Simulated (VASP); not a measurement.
# Hg (P6/mmm) in VASP: further runs, part 2 of 2

VASP 6.6.1. The steps go on from the part before.

**3. Relaxation of cell and atoms, PBEsol, target pressure 96 GPa, at which the enthalpy is minimised**

This run uses another cell than the first one, of 15.18 Å³/atom, 1.026 times its volume.

File INCAR:

```
SYSTEM = Hg
PREC = Accurate
ENCUT = 600
EDIFF = 1E-6
ISMEAR = -1
SIGMA = 0.08
LREAL = .FALSE.
LASPH = .TRUE.
NELM = 80
ALGO = Normal
ISIF = 3
LWAVE = .FALSE.
LCHARG = .FALSE.
GGA = PS
IBRION = 2
NSW = 32
EDIFFG = -0.005
PSTRESS = 960.0
```

File KPOINTS:

```
regular mesh
0
G
  17 17 15
  0 0 0
```

File POSCAR:

```
Hg
1.0
    2.6294497126      0.0000000000      0.0000000000
   -1.3147248564      2.2771702491      0.0000000000
    0.0000000000      0.0000000000      2.5352275928
Hg
1
Direct
    0.0000000000      0.0000000000      0.0000000000
```

Potentials or basis: VASP PAW PBE potentials, release 64 (Hg).

Command:

```bash
$ cat potpaw_PBE.64/Hg/POTCAR > POTCAR
$ mpirun -np 1 vasp_std > vasp.out
```

OUTCAR:

```text
SYSTEM = Hg
   PREC = Accurate
   ENCUT = 600
   EDIFF = 1E-6
   ISMEAR = -1
   LREAL = .FALSE.
   LASPH = .TRUE.
   NELM = 80
   ISIF = 3
   GGA = PS
   IBRION = 2
   NSW = 32
   EDIFFG = -0.005
   PSTRESS = 960.0

 ion  position               nearest neighbor table
   1  0.000  0.000  0.000-

  LATTYP: Found a hexagonal cell.
 ALAT       =     2.6294497126
 C/A-ratio  =     0.9641666013

  Lattice vectors:

 A1 = (   2.6294497126,   0.0000000000,   0.0000000000)
 A2 = (  -1.3147248564,   2.2771702491,   0.0000000000)
 A3 = (   0.0000000000,   0.0000000000,   2.5352275928)

Analysis of symmetry for initial positions (statically):
=====================================================================
 Subroutine PRICEL returns:
 Original cell was already a primitive cell.

 Routine SETGRP: Setting up the symmetry group for a
 hexagonal supercell.

 Subroutine GETGRP returns: Found 24 space group operations
 (whereof 24 operations were pure point group operations)
 out of a pool of 24 trial point group operations.

The static configuration has the point symmetry D_6h.

Analysis of symmetry for dynamics (positions and initial velocities):
=====================================================================
 Subroutine PRICEL returns:
 Original cell was already a primitive cell.

 Routine SETGRP: Setting up the symmetry group for a
 hexagonal supercell.

 Subroutine GETGRP returns: Found 24 space group operations
 (whereof 24 operations were pure point group operations)
 out of a pool of 24 trial point group operations.

The dynamic configuration has the point symmetry D_6h.

 Subroutine INISYM returns: Found 24 space group operations
 (whereof 24 operations are pure point group operations),
 and found     1 'primitive' translations

----------------------------------------------------------------------------------------

                                     Primitive cell
[... 114 lines left out ...]
   GGA     = PS    functional components
   LHFCALC =     F    Hartree Fock is set to
   AEXX    =    0.0000 exact exchange contribution
   IVDW    =     0    specifies the selected vdW correction
   LEPSILON=     F    determine dielectric tensor
   LRPA    =     F    only Hartree local field effects (RPA)
 conjugate gradient relaxation of ions
 non-spin polarized calculation
  energy-cutoff  :      600.00
  volume of cell :       15.18
 maximum number of plane-waves:       520
 NGX is ok and might be reduce to    24
   NGX = 11   NGY = 11   NGZ = 11

--------------------------------------- Ionic step        1  -------------------------------------------

 number of electron      12.0000001 magnetization

 Free energy of the ion-electron system (eV)
  ---------------------------------------------------
  ext. energy  EPLUGINS =         0.00000000
  ---------------------------------------------------
  free energy    TOTEN  =         1.13676826 eV

  energy without entropy =        1.14472259  energy(sigma->0) =        1.14074543

------------------------ aborting loop because EDIFF is reached ----------------------------------------

  FORCE on cell =-STRESS in cart. coord.  units (eV):
  Direction    XX          YY          ZZ          XY          YZ          ZX
  --------------------------------------------------------------------------------------
  -------------------------------------------------------------------------------------
  Total        9.5973437      9.5973437      9.5986001     -0.0000000     -0.0000000     -0.0000000
  in kB     1012.9413614   1012.9413614   1013.0739707     -0.0000000     -0.0000000     -0.0000000
  external PRESSURE =      52.9855645 kB  Pullay stress =     960.0000000 kB
[... 24 lines left out ...]
--------------------------------------- Ionic step        2  -------------------------------------------

 number of electron      12.0000000 magnetization

 E-fermi :   6.8239     XC(G=0): -13.1051

 val. band max:        6.8068411050   @ k =   0.3529   0.1176   0.4667
 cond. band min:       6.8388801873   @ k =   0.0588   0.0588   0.4000
 fundamental gap:      0.0320390823
 Fermi energy:         6.8239164588

 k-point     1 :       0.0000    0.0000    0.0000
  band No.  band energies     occupation
      1      -6.5603      2.00000
      2      -4.7025      2.00000
      3      -2.5087      2.00000
      4      -2.5087      2.00000
      5       0.2093      2.00000
      6       0.2093      2.00000
      7      18.1213      0.00000
      8      20.7762      0.00000
      9      24.4499      0.00000
     10      24.4499      0.00000
[... 372 lines left out ...]
--------------------------------------- Ionic step        4  -------------------------------------------

 number of electron      12.0000001 magnetization

 Free energy of the ion-electron system (eV)
  ---------------------------------------------------
  ext. energy  EPLUGINS =         0.00000000
  ---------------------------------------------------
  free energy    TOTEN  =         1.03776923 eV

  energy without entropy =        1.04559639  energy(sigma->0) =        1.04168281

 E-fermi :   7.7498     XC(G=0): -13.4731

 val. band max:        7.7396539949   @ k =   0.2353   0.2353   0.4667
 cond. band min:       7.7619956395   @ k =   0.3529   0.2353   0.0000
 fundamental gap:      0.0223416446
 Fermi energy:         7.7497505746

 k-point     1 :       0.0000    0.0000    0.0000
  band No.  band energies     occupation
      1      -6.5071      2.00000
      2      -4.5237      2.00000
      3      -2.1031      2.00000
      4      -2.1031      2.00000
      5       0.9458      2.00000
      6       0.9458      2.00000
      7      19.2155      0.00000
      8      21.5815      0.00000
      9      25.9239      0.00000
     10      25.9239      0.00000
[... 331 lines left out ...]
  energy  without entropy=        1.0455963917  energy(sigma->0) =        1.04168281

  enthalpy is  TOTEN    =        10.2298771799 eV   P V=        9.1921079468

 reached required accuracy - stopping structural energy minimisation
```

OSZICAR:

```text
N       E                     dE             d eps       ncg     rms          rms(c)
DAV:   1     0.780125684993E+02    0.78013E+02   -0.79758E+03  5624   0.141E+03
DAV:   2     0.186958852796E+01   -0.76143E+02   -0.72819E+02  5468   0.283E+02
DAV:   3     0.102140864164E+01   -0.84818E+00   -0.84734E+00  6112   0.348E+01
DAV:   4     0.102060432847E+01   -0.80431E-03   -0.80429E-03  5870   0.102E+00
[... 27 lines left out ...]
   3 F= 0.10229880E+02 E0= 0.10233791E+02  d E =-.262726E-02
       N       E                     dE             d eps       ncg     rms          rms(c)
DAV:   1     0.103775722773E+01    0.28537E-02   -0.25677E-04  5746   0.233E-01    0.226E-02
DAV:   2     0.103776826185E+01    0.11034E-04   -0.26270E-05  5672   0.765E-02    0.129E-02
DAV:   3     0.103776923317E+01    0.97132E-06   -0.32092E-06  3300   0.241E-02
   4 F= 0.10229877E+02 E0= 0.10233791E+02  d E =-.262975E-02
```

CONTCAR:

```text
Hg
   1.00000000000000
     2.6386957206360804   -0.0000000000077687   -0.0000000000000000
    -1.3193478604251199    2.2851775269487562   -0.0000000000000000
     0.0000000000000000   -0.0000000000000000    2.5441646147701302
  Hg
     1
Direct
     0.0000000000000000    0.0000000000000000    0.0000000000000000

  0.00000000E+00  0.00000000E+00  0.00000000E+00
```

It took 54 s on 1 thread of Intel Xeon Platinum 8259CL at 2.50GHz (Skylake/Cascade Lake), shared host; peak memory 0.19 GiB.

Results:

- Free energy: 1.0378 eV
- Relaxed volume: 15.34 Å³/atom
- Relaxed cell: a = 2.639 Å, b = 2.639 Å, c = 2.544 Å, α = 90.00°, β = 90.00°, γ = 120.00°
- Space group after relaxing (to 0.05 Å): P6/mmm (No. 191)
- Energy change on relaxing (the enthalpy is what falls): -99.0 meV/atom
- Ionic steps: 4
- Pressure after relaxing: 96.0 GPa
- Band gap on the k mesh: zero (band 6 reaches 11.05 eV, above the bottom of band 7 at 5.92 eV)

Step by step:
```tsv
step	energy change (eV)	largest force (eV/Å)	pressure (GPa)	volume (Å³)
1	0.0000	0.0000	101.30	15.18
2	-0.5945	0.0000	69.29	16.31
3	-0.1019	0.0000	95.84	15.35
4	-0.0990	0.0000	96.01	15.34
```

Final structure:
```
Hg
1.0
     2.63870    0.00000    0.00000
    -1.31935    2.28518    0.00000
     0.00000    0.00000    2.54416
Hg
1
Direct
  0.00000 0.00000 0.00000
```

Caveat: the cell is relaxed towards a set pressure, so the enthalpy falls and the energy may rise; the PAW data sets were made with another functional, which shifts forces and pressure a little; spin-orbit coupling is left out, which moves the levels of the heavy elements.
